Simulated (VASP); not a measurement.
## ZnAu: single point with r2SCAN

Crystal: ZnAu.

```
Zn Au
1.0
     3.17967    0.00000    0.00000
     0.00000    3.17967    0.00000
     0.00000    0.00000    3.17967
Zn Au
1 1
Direct
  0.50000 0.50000 0.50000
  0.00000 0.00000 0.00000
```

| Quantity | Value |
| --- | --- |
| Program | VASP 6.6.1 |
| Task | single point |
| Functional | r2SCAN |
| Potentials or basis | VASP PAW PBE potentials, release 64 (Zn, Au) |
| Cutoff | 520 eV |
| k mesh | 14 × 14 × 14 |
| Occupations | gaussian, width 0.1 eV |
| Spin | no spin polarisation |

| Item | Value |
| --- | --- |
| Pressure | -3.4 GPa |
| Band gap on the k mesh | zero (an odd number of electrons rules out a gap without spin polarisation) |

Levels at points of the mesh, in eV from the Fermi level:
```csv
k point,band 10,band 11,band 12,band 13,band 14,band 15
"(0.00, 0.00, 0.00)",-3.94,-3.94,5.24,5.24,5.24,9.06
"(0.50, 0.00, 0.00)",-5.07,-4.07,-2.54,10.75,11.35,11.35
"(0.50, 0.50, 0.00)",-3.36,-1.90,-1.90,0.71,2.57,10.88
"(0.50, 0.50, 0.50)",-3.31,1.69,3.55,3.83,3.83,3.83
```

It took 100 s on 1 thread of Intel Xeon 8259CL (shared host), peak memory 0.2 GiB.

Caveat: the cell stands under tension; the PAW data sets were made with another functional, which shifts forces and pressure a little; spin-orbit coupling is left out, which moves the levels of the heavy elements.
